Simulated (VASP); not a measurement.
# Co (P-3m1) in VASP: further runs

The runs below take Co through relaxation of cell and atoms, with PBEsol.

All numbers are computed with VASP 6.6.1; they aren't measurements. Logs are shortened: lines on timing, memory, paths and dates and some standing lists are left out, and cuts for length are marked.

## 1. The cell of the first run

The structure is trigonal, space group P-3m1 (No. 164). The conventional cell has a = 2.487 Å, b = 2.487 Å, c = 4.063 Å, α = 90.00°, β = 90.00°, γ = 120.00°. Within 3.2 Å of Co (site symmetry 3m) lie 12 Co at 2.42 to 2.55 Å.

## 2. Relaxation of cell and atoms, PBEsol, collinear spin, ferromagnetic start, target pressure 5 GPa, at which the enthalpy is minimised

Contents of INCAR:

```
PREC = Accurate
ENCUT = 600
EDIFF = 1E-6
ISMEAR = -1
SIGMA = 0.05
LREAL = False
LASPH = True
NELM = 150
ALGO = Normal
ISIF = 3
LWAVE = False
LCHARG = False
ISPIN = 2
MAGMOM = 2 2
LORBIT = 11
LMAXMIX = 4
GGA = PS
IBRION = 2
NSW = 80
EDIFFG = -0.02
PSTRESS = 50.0
```

Contents of KPOINTS:

```
Automatic mesh
0
Gamma
  9 9 5
```

Contents of POSCAR:

```
Co
1.0
    2.4873648738      0.0000000000      0.0000000000
   -1.2436824369      2.1541211692      0.0000000000
    0.0000000000      0.0000000000      4.0632895034
Co
2
Direct
    0.3333333333      0.6666666667      0.7401390000
    0.6666666667      0.3333333333      0.2598610000
```

Potentials or basis: VASP PAW PBE potentials, release 64 (Co).

Run with:

```
> cat potpaw_PBE.64/Co/POTCAR > POTCAR
> mpirun -np 1 vasp_std > vasp.out
```

OUTCAR:

```text
PREC = Accurate
   ENCUT = 600
   EDIFF = 1E-6
   ISMEAR = -1
   LREAL = False
   LASPH = True
   NELM = 150
   ISIF = 3
   ISPIN = 2
   LORBIT = 11
   GGA = PS
   IBRION = 2
   NSW = 80
   EDIFFG = -0.02
   PSTRESS = 50.0

 ion  position               nearest neighbor table
   1  0.333  0.667  0.740-   2 2.42   2 2.42   2 2.42   2 2.55   2 2.55   2 2.55
   2  0.667  0.333  0.260-   1 2.42   1 2.42   1 2.42   1 2.55   1 2.55   1 2.55

  LATTYP: Found a hexagonal cell.
 ALAT       =     2.4873648738
 C/A-ratio  =     1.6335719565

  Lattice vectors:

 A1 = (   2.4873648738,   0.0000000000,   0.0000000000)
 A2 = (  -1.2436824369,   2.1541211692,   0.0000000000)
 A3 = (   0.0000000000,   0.0000000000,   4.0632895034)

Analysis of symmetry for initial positions (statically):
=====================================================================
 Subroutine PRICEL returns:
 Original cell was already a primitive cell.

 Routine SETGRP: Setting up the symmetry group for a
 hexagonal supercell.

 Subroutine GETGRP returns: Found 12 space group operations
 (whereof 12 operations were pure point group operations)
 out of a pool of 24 trial point group operations.

The static configuration has the point symmetry D_3d.

Analysis of symmetry for dynamics (positions and initial velocities):
=====================================================================
 Subroutine PRICEL returns:
 Original cell was already a primitive cell.

 Routine SETGRP: Setting up the symmetry group for a
 hexagonal supercell.

 Subroutine GETGRP returns: Found 12 space group operations
 (whereof 12 operations were pure point group operations)
 out of a pool of 24 trial point group operations.

The dynamic configuration has the point symmetry D_3d.

Analysis of structural, dynamic, and magnetic symmetry:
=====================================================================
 Subroutine PRICEL returns:
 Original cell was already a primitive cell.

 Routine SETGRP: Setting up the symmetry group for a
 hexagonal supercell.

 Subroutine GETGRP returns: Found 12 space group operations
 (whereof 12 operations were pure point group operations)
 out of a pool of 24 trial point group operations.

The overall configuration has the point symmetry D_3d.

 Subroutine INISYM returns: Found 12 space group operations
 (whereof 12 operations are pure point group operations),
 and found     1 'primitive' translations

----------------------------------------------------------------------------------------

                                     Primitive cell

  volume of cell :      21.7715

  direct lattice vectors                    reciprocal lattice vectors
     2.487364874  0.000000000  0.000000000     0.402031889  0.232113220  0.000000000
    -1.243682437  2.154121169  0.000000000     0.000000000  0.464226439  0.000000000
     0.000000000  0.000000000  4.063289503     0.000000000  0.000000000  0.246106018

  length of vectors
     2.487364874  2.487364874  4.063289503     0.464226439  0.464226439  0.246106018

  position of ions in fractional coordinates (direct lattice)
     0.333333333  0.666666667  0.740139000
     0.666666667  0.333333333  0.259861000

  ion indices of the primitive-cell ions
   primitive index   ion index
                 1           1
                 2           2

----------------------------------------------------------------------------------------

 KPOINTS: Automatic mesh

Automatic generation of k-mesh.
 Grid dimensions read from file:
 generate k-points for:    9    9    5

 Generating k-lattice:

  Cartesian coordinates                     Fractional coordinates (reciprocal lattice)
     0.044670210  0.025790358  0.000000000     0.111111111  0.000000000  0.000000000
     0.000000000  0.051580715  0.000000000     0.000000000  0.111111111  0.000000000
     0.000000000  0.000000000  0.049221204     0.000000000  0.000000000  0.200000000

  Length of vectors
     0.051580715  0.051580715  0.049221204

  Shift w.r.t. Gamma in fractional coordinates (k-lattice)
     0.000000000  0.000000000  0.000000000

 Subroutine IBZKPT returns following result:
 ===========================================

 Found     50 irreducible k-points:

 Following reciprocal coordinates:
            Coordinates               Weight
  0.000000  0.000000  0.000000      1.000000
  0.111111 -0.000000  0.000000      6.000000
  0.222222  0.000000  0.000000      6.000000
  0.333333 -0.000000  0.000000      6.000000
  0.444444  0.000000  0.000000      6.000000
  0.111111  0.111111  0.000000      6.000000
[... 16 lines left out ...]
  0.222222  0.111111  0.200000     12.000000
 -0.111111  0.333333  0.200000     12.000000
 [... further k-points ...]
   k-points           NKPTS =     50   k-points in BZ     NKDIM =     50   number of bands    NBANDS=     15
   number of dos      NEDOS =    301   number of ions     NIONS =      2
   total plane-waves  NPLWV =  12800
   dimension x,y,z NGX =    20 NGY =   20 NGZ =   32
   dimension x,y,z NGXF=    40 NGYF=   40 NGZF=   64
   ions per type =               2
   NGX,Y,Z   is equivalent  to a cutoff of  13.37, 13.37, 13.09 a.u.
   NGXF,Y,Z  is equivalent  to a cutoff of  26.73, 26.73, 26.19 a.u.
 SYSTEM =  unknown system
   PREC   = accura    normal or accurate (medium, high low for compatibility)
   ISTART =      0    job   : 0-new  1-cont  2-samecut
   ICHARG =      2    charge: 1-file 2-atom 10-const
   ISPIN  =      2    spin polarized calculation?
   LNONCOLLINEAR =      F non collinear calculations
   LSORBIT =      F    spin-orbit coupling
   LASPH  =      T    aspherical Exc in radial PAW
   ENCUT  =  600.0 eV  44.10 Ry    6.64 a.u.   4.97  4.97  8.12*2*pi/ulx,y,z
   NELM   =    150;   NELMIN=  2; NELMDL= -5     # of ELM steps
   EDIFF  = 0.1E-05   stopping-criterion for ELM
   LREAL  =      F    real-space projection
   EDIFFG = -.2E-01   stopping-criterion for IOM
   NSW    =     80    number of steps for IOM
   IBRION =      2    ionic relax: 0-MD 1-quasi-New 2-CG
   NFREE  =      1    steps in history (QN), initial steepest desc. (CG)
   ISIF   =      3    stress and relaxation
   ISYM   =      2    0-nonsym 1-usesym 2-fastsym
   POTIM  = 0.5000    time-step for ionic-motion
   TEBEG  =    0.0;   TEEND  =   0.0 temperature during run
   PSTRESS=   50.0 pullay stress
   NELECT =      18.0000    total number of electrons
   NUPDOWN=      -1.0000    fix difference up-down
   EMIN   =  10.00;   EMAX   =-10.00  energy-range for DOS
   EFERMI =   0.00;   METHOD = LEGACY
   ISMEAR =    -1;   SIGMA  =   0.05  broadening in eV -4-tet -1-fermi 0-gaus
   EFERMI_NEDOS =   21; number of points for ismear=-14 and -15
   IALGO  =     38    algorithm
   IMIX   =      4    mixing-type and parameters
     AMIX     =   0.40;   BMIX     =  1.00
     AMIX_MAG =   1.60;   BMIX_MAG =  1.00
  volume/ion in A,a.u.               =      10.89        73.46
  Fermi-wavevector in a.u.,A,eV,Ry     =   1.536514  2.903591 32.121660  2.360875
  Thomas-Fermi vector in A             =   2.643152
   LORBIT       =     11    0 simple, 1 ext, 2 COOP (PROOUT), +10 PAW based schemes
   GGA     = PS    functional components
   LHFCALC =     F    Hartree Fock is set to
   AEXX    =    0.0000 exact exchange contribution
   IVDW    =     0    specifies the selected vdW correction
   LEPSILON=     F    determine dielectric tensor
   LRPA    =     F    only Hartree local field effects (RPA)
 conjugate gradient relaxation of ions
 spin polarized calculation
  energy-cutoff  :      600.00
  volume of cell :       21.77
 maximum number of plane-waves:       744
   NGX =  9   NGY =  9   NGZ = 17

--------------------------------------- Ionic step        1  -------------------------------------------

 number of electron      17.9999997 magnetization       3.0864596

 Free energy of the ion-electron system (eV)
  ---------------------------------------------------
  ext. energy  EPLUGINS =         0.00000000
  ---------------------------------------------------
  free energy    TOTEN  =       -15.41995793 eV

  energy without entropy =      -15.40354126  energy(sigma->0) =      -15.41174959

------------------------ aborting loop because EDIFF is reached ----------------------------------------

  FORCE on cell =-STRESS in cart. coord.  units (eV):
  Direction    XX          YY          ZZ          XY          YZ          ZX
  --------------------------------------------------------------------------------------
  -------------------------------------------------------------------------------------
  Total       -1.5214932     -1.5214932     -1.6064407      0.0000000      0.0000000      0.0000000
  in kB     -111.9678136   -111.9678136   -118.2191621      0.0000000      0.0000000      0.0000000
  external PRESSURE =    -164.0515964 kB  Pullay stress =      50.0000000 kB
[... 289 lines left out ...]
  enthalpy is  TOTEN    =       -14.8474695800 eV   P V=        0.6337171143

--------------------------------------- Ionic step        9  -------------------------------------------

 number of electron      18.0000002 magnetization       3.0200191

 Free energy of the ion-electron system (eV)
  ---------------------------------------------------
  ext. energy  EPLUGINS =         0.00000000
  ---------------------------------------------------
  free energy    TOTEN  =       -15.47855308 eV

  energy without entropy =      -15.46201508  energy(sigma->0) =      -15.47028408

 E-fermi :  11.1114     XC(G=0): -14.0048

 val. band max:       11.1007561931   @ k =   0.1111  -0.0000   0.2000
 cond. band min:      11.1358422444   @ k =  -0.1111   0.3333   0.2000
 fundamental gap:      0.0350860513
 Fermi energy:        11.1114138697

 spin component 1

 k-point     1 :       0.0000    0.0000    0.0000
  band No.  band energies     occupation
      1       1.7211      1.00000
      2       5.6362      1.00000
      3       8.4310      1.00000
      4       8.4687      1.00000
      5       8.4687      1.00000
      6       8.8215      1.00000
      7       8.8215      1.00000
      8       9.2173      1.00000
      9       9.2173      1.00000
     10      10.4464      1.00000
     11      10.4464      1.00000
     12      10.9235      0.97721
     13      18.0991      0.00000
     14      33.6638      0.00000
     15      36.9753      0.00000
[... 399 lines left out ...]
      1       4.7912      1.00000
      2       6.8035      1.00000
      3       6.9374      1.00000
      4       7.5672      1.00000
      5       8.2289      1.00000
      6       8.6828      1.00000
      7       8.8080      1.00000
      8       9.5227      1.00000
      9      10.0459      1.00000
     10      10.0755      1.00000
     11      10.6300      0.99993
     12      14.4383      0.00000
     13      21.8877      0.00000
     14      23.8806      0.00000
     15      26.7775      0.00000

 [... further k-points ...]

 spin component 2

 k-point     1 :       0.0000    0.0000    0.0000
  band No.  band energies     occupation
      1       1.7783      1.00000
      2       6.5270      1.00000
      3       9.9479      1.00000
      4       9.9855      1.00000
      5       9.9855      1.00000
      6      10.3903      1.00000
      7      10.3903      1.00000
      8      10.8699      0.99209
      9      10.8699      0.99209
     10      10.9450      0.96539
     11      12.2114      0.00000
     12      12.2114      0.00000
     13      19.0810      0.00000
     14      33.4956      0.00000
     15      36.9151      0.00000
[... 443 lines left out ...]
  FREE ENERGIE OF THE ION-ELECTRON SYSTEM (eV)
  ---------------------------------------------------
  free  energy   TOTEN  =       -15.4785530758 eV

  energy  without entropy=      -15.4620150814  energy(sigma->0) =      -15.47028408

  enthalpy is  TOTEN    =       -14.8478750167 eV   P V=        0.6306780592

 reached required accuracy - stopping structural energy minimisation

 total charge

# of ion       s       p       d       tot
------------------------------------------
    1        0.518   0.588   7.314   8.420
    2        0.518   0.588   7.314   8.420
--------------------------------------------------
tot          1.037   1.177  14.627  16.841

 magnetization (x)

# of ion       s       p       d       tot
------------------------------------------
    1       -0.017  -0.055   1.586   1.514
    2       -0.017  -0.055   1.586   1.514
--------------------------------------------------
tot         -0.033  -0.111   3.172   3.028
```

Wall time 75 s (1 thread of Intel Xeon 6975P-C (Granite Rapids), shared host); peak memory 0.17 GiB.

What came out:

* Free energy: -15.4786 eV
* Relaxed volume: 10.10 Å³/atom
* Relaxed cell: a = 2.433 Å, b = 2.433 Å, c = 3.942 Å, α = 90.00°, β = 90.00°, γ = 120.00°
* Space group after relaxing (to 0.1 Å): P6_3/mmc (No. 194)
* Energy change on relaxing (the run minimises the enthalpy): -29.3 meV/atom
* Ionic steps: 9
* Pressure after relaxing: 5.0 GPa
* Largest force after relaxing: 0.005 eV/Å
* Net moment: 3.02 μB per cell
* Site moments: Co +1.51 μB
* Valence electrons inside the program's atomic spheres: Co 8.42

Forces in eV/Å, atoms in the order of the input:
```
Co   0.000  0.000  0.005
Co   0.000  0.000 -0.005
```

Stress tensor (GPa, compression positive):
```
5.08 0.00 0.00
0.00 5.08 0.00
0.00 0.00 4.85
```

Step by step:
| step | energy change (eV) | largest force (eV/Å) | pressure (GPa) | volume (Å³) |
| --- | --- | --- | --- | --- |
| 1 | 0.0000 | 0.4343 | -11.41 | 21.77 |
| 2 | 0.1656 | 0.4864 | 36.97 | 18.44 |
| 3 | -0.0426 | 0.5177 | 5.62 | 20.22 |
| 4 | -0.0417 | 0.5181 | 5.96 | 20.19 |
| 5 | -0.0558 | 0.1147 | 5.81 | 20.15 |
| 6 | -0.0562 | 0.0051 | 5.98 | 20.14 |
| 7 | -0.0562 | 0.0040 | 5.96 | 20.14 |
| 8 | -0.0612 | 0.0060 | 3.67 | 20.31 |
| 9 | -0.0586 | 0.0053 | 5.00 | 20.21 |

Final structure:
```cif
data_structure
_symmetry_space_group_name_H-M 'P 1'
_symmetry_Int_Tables_number 1
_cell_length_a 2.4331
_cell_length_b 2.4331
_cell_length_c 3.9418
_cell_angle_alpha 90.000
_cell_angle_beta 90.000
_cell_angle_gamma 120.000
_cell_volume 20.21
loop_
_atom_site_label
_atom_site_type_symbol
_atom_site_fract_x
_atom_site_fract_y
_atom_site_fract_z
_atom_site_occupancy
Co1 Co 0.33333 0.66667 0.74992 1
Co2 Co 0.66667 0.33333 0.25008 1
```

Caveat: the cell is relaxed towards a set pressure, so the run minimises the enthalpy, not the energy; the PAW data sets were made with another functional, which shifts forces and pressure a little.

## 3. Relaxation of cell and atoms, PBEsol, collinear spin, ferromagnetic start, target pressure 10 GPa, at which the enthalpy is minimised

Contents of INCAR:

```
  PREC = Accurate
  ENCUT = 600
  EDIFF = 1E-6
  ISMEAR = -1
  SIGMA = 0.05
  LREAL = False
  LASPH = True
  NELM = 150
  ALGO = Normal
  ISIF = 3
  LWAVE = False
  LCHARG = False
  ISPIN = 2
  MAGMOM = 2 2
  LORBIT = 11
  LMAXMIX = 4
  GGA = PS
  IBRION = 2
  NSW = 80
  EDIFFG = -0.02
  PSTRESS = 100.0
```

Contents of KPOINTS:

```
regular mesh
0
Gamma
  9 9 5
```

POSCAR is that of step 2.

Potentials or basis: VASP PAW PBE potentials, release 64 (Co).

Run with:

```
> cat potpaw_PBE.64/Co/POTCAR > POTCAR
> mpirun -np 1 vasp_std > vasp.out
```

Wall time 78 s (1 thread of Intel Xeon 6975P-C (Granite Rapids), shared host); peak memory 0.17 GiB.

It converged, with:

| Property | Result |
| --- | --- |
| Free energy | -15.4625 eV |
| Relaxed volume | 9.93 Å³/atom |
| Relaxed cell | a = 2.419 Å, b = 2.419 Å, c = 3.919 Å, α = 90.00°, β = 90.00°, γ = 120.00° |
| Space group after relaxing (to 0.1 Å) | P6_3/mmc (No. 194) |
| Energy change on relaxing (the run minimises the enthalpy) | -21.3 meV/atom |
| Ionic steps | 9 |
| Pressure after relaxing | 10.0 GPa |
| Largest force after relaxing | 0.008 eV/Å |
| Net moment | 3.01 μB per cell |
| Site moments | Co +1.50 μB |
| Valence electrons inside the program's atomic spheres | Co 8.46 |

Forces on the atoms (eV/Å):
```
Co   0.000  0.000  0.008
Co   0.000  0.000 -0.008
```

Stress tensor (GPa, compression positive):
```
10.09  0.00  0.00
 0.00 10.09  0.00
 0.00  0.00  9.79
```

The path:
```tsv
step	energy change (eV)	largest force (eV/Å)	pressure (GPa)	volume (Å³)
1	0.0000	0.4343	-11.41	21.77
2	0.4451	0.6894	55.97	17.50
3	-0.0313	0.5763	8.72	20.00
4	-0.0236	0.5837	10.78	19.86
5	-0.0382	0.0983	10.83	19.81
6	-0.0380	0.0025	11.04	19.79
7	-0.0381	0.0081	11.02	19.80
8	-0.0483	0.0068	8.47	19.96
9	-0.0425	0.0079	9.99	19.86
```

Final structure:
```yaml
crystal:
  lattice:
    - [2.41930, 0.00000, 0.00000]
    - [-1.20965, 2.09517, 0.00000]
    - [0.00000, 0.00000, 3.91869]
  atoms:
    - { symbol: Co, position: [0.33333, 0.66667, 0.74989] }
    - { symbol: Co, position: [0.66667, 0.33333, 0.25011] }
```

Levels at points of the mesh, in eV from the Fermi level:
Spin up:
| k point | band 9 | band 10 | band 11 | band 12 | band 13 | band 14 |
| --- | --- | --- | --- | --- | --- | --- |
| (0.00, 0.00, 0.00) | -1.90 | -0.63 | -0.63 | -0.19 | 7.16 | 22.70 |
Spin down:
| k point | band 3 | band 4 | band 5 | band 6 | band 7 | band 8 | band 9 | band 10 | band 11 | band 12 |
| --- | --- | --- | --- | --- | --- | --- | --- | --- | --- | --- |
| (0.00, 0.00, 0.00) | -1.19 | -1.16 | -1.16 | -0.74 | -0.74 | -0.25 | -0.25 | -0.16 | 1.12 | 1.12 |

Caveat: the cell is relaxed towards a set pressure, so the run minimises the enthalpy, not the energy; the PAW data sets were made with another functional, which shifts forces and pressure a little.
